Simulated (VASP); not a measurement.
A run of VASP 6.6.1 is set up as follows.

Contents of INCAR:

```
PREC     = Accurate       # precision mode
ENCUT    = 520            # plane-wave cutoff, eV
EDIFF    = 1E-6           # SCF threshold, eV
ISMEAR   = 0              # smearing method
SIGMA    = 0.1            # smearing width, eV
LREAL    = F              # projectors in reciprocal space
LASPH    = T              # aspherical terms in the spheres
NELM     = 80             # most SCF steps
ALGO     = Normal         # electronic algorithm
ISIF     = 2              # what is computed and relaxed
LWAVE    = F              # write WAVECAR
LCHARG   = T              # write CHGCAR
GGA      = PE             # functional
LELF     = T              # ELF
LVHAR    = T            
NBANDS   = 34             # bands
```

File KPOINTS:

```
Automatic mesh
0
Gamma
  6 6 4
```

File POSCAR:

```
TaGe3
1.0
    3.3626280300      0.0000000000      0.0000000000
    0.0000000000      3.3626280300      0.0000000000
    0.0000000000      0.0000000000      6.4937302300
Ta Ge
1 3
Direct
    0.0000000000      0.0000000000      0.0000000000
    0.5000000000      0.5000000000      0.2365449100
    0.5000000000      0.5000000000      0.7634550900
    0.0000000000      0.0000000000      0.5000000000
```

Potentials or basis: VASP PAW PBE potentials, release 64 (Ta_pv, Ge_d).

The run is started by

```console
$ cat potpaw_PBE.64/Ta_pv/POTCAR potpaw_PBE.64/Ge_d/POTCAR > POTCAR
$ mpirun -np 1 vasp_std > vasp.out
```

Question: Estimate the largest force.

Answer: 0.905 eV/Å.

Question: What does it give for the pressure?

Answer: -3.4 GPa.

Forces on the atoms (eV/Å):
```
Ta   0.000  0.000  0.000
Ge   0.000  0.000 -0.905
Ge   0.000  0.000  0.905
Ge   0.000  0.000  0.000
```
